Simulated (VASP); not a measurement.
Set up this calculation in VASP 6.6.1, as the native input.

```
Task                   : single point
Functional             : r2SCAN
Potentials or basis    : VASP PAW PBE potentials, release 64 (Ta_pv, N)
Cutoff                 : 520 eV
k mesh                 : 18 × 18 × 18
Occupations            : gaussian, width 0.15 eV
Spin                   : no spin polarisation
Dipole correction      : no
Further INCAR settings : ALGO = Normal; EDIFF = 1e-07; NBANDS = 15
```

Crystal: TaN.

```xyz
2
Lattice="0.0000 2.1790 2.0701 2.1790 0.0000 2.0701 2.1790 2.1790 0.0000" Properties=species:S:1:pos:R:3 pbc="T T T"
Ta    2.1790    2.1790    2.0701
N     0.0000    0.0000    0.0000
```

This cell differs from its parent crystal: strain +0.000 along x and y, -0.050 along z.

One way to write it, as run:

POSCAR

```
TaN
1.0
    0.0000000000      2.1790000000      2.0700500000
    2.1790000000      0.0000000000      2.0700500000
    2.1790000000      2.1790000000      0.0000000000
Ta N
1 1
Direct
    0.5000000000      0.5000000000      0.5000000000
    0.0000000000      0.0000000000      0.0000000000
```

INCAR.step1

```
SYSTEM = TaN
PREC     = Accurate       ! precision mode
ENCUT    = 520            ! plane-wave cutoff, eV
ISMEAR   = 0              ! smearing method
SIGMA    = 0.15           ! smearing width, eV
LREAL    = .False.        ! projectors in reciprocal space
LASPH    = .True.         ! aspherical terms in the spheres
NELM     = 60             ! most SCF steps
NBANDS   = 15             ! bands
GGA      = PE             ! functional
ALGO     = Normal         ! electronic algorithm
EDIFF    = 1E-4           ! SCF threshold, eV
LWAVE    = .True.         ! write WAVECAR
LCHARG   = .False.        ! write CHGCAR
```

INCAR.step2

```
SYSTEM = TaN
PREC     = Accurate       ! precision mode
ENCUT    = 520            ! plane-wave cutoff, eV
EDIFF    = 1E-7           ! SCF threshold, eV
ISMEAR   = 0              ! smearing method
SIGMA    = 0.15           ! smearing width, eV
LREAL    = .False.        ! projectors in reciprocal space
LASPH    = .True.         ! aspherical terms in the spheres
NELM     = 60             ! most SCF steps
ALGO     = Normal         ! electronic algorithm
ISIF     = 2              ! what is computed and relaxed
LWAVE    = .False.        ! write WAVECAR
LCHARG   = .False.        ! write CHGCAR
METAGGA  = R2SCAN         ! meta-GGA
LMIXTAU  = .True.       
NBANDS   = 15             ! bands
ISTART   = 1
```

KPOINTS

```
Automatic mesh
0
Gamma
  18 18 18
  0 0 0
```

Potentials or basis: VASP PAW PBE potentials, release 64 (Ta_pv, N).

Run with:

```bash
$ cat potpaw_PBE.64/Ta_pv/POTCAR potpaw_PBE.64/N/POTCAR > POTCAR
$ cp INCAR.step1 INCAR
$ mpirun -np 1 vasp_std > vasp.out
$ cp INCAR.step2 INCAR
$ mpirun -np 1 vasp_std > vasp.out
```

Results of the run:

The pressure is 37.6 GPa and the band gap on the k mesh is zero (bands 8 and 9 overlap by 4.51 eV).

Caveat: the cell differs from its parent crystal (strain +0.000 along x and y, -0.050 along z); the stress differs along the axes, from 21 to 70 GPa; the PAW data sets were made with another functional, which shifts forces and pressure a little; spin-orbit coupling is left out, which moves the levels of the heavy elements.

Wall time 5.4 min on 1 thread of Intel(R) Xeon(R) Platinum 8259CL CPU @ 2.50GHz (Skylake/Cascade Lake) (shared host), peak memory 0.26 GiB.
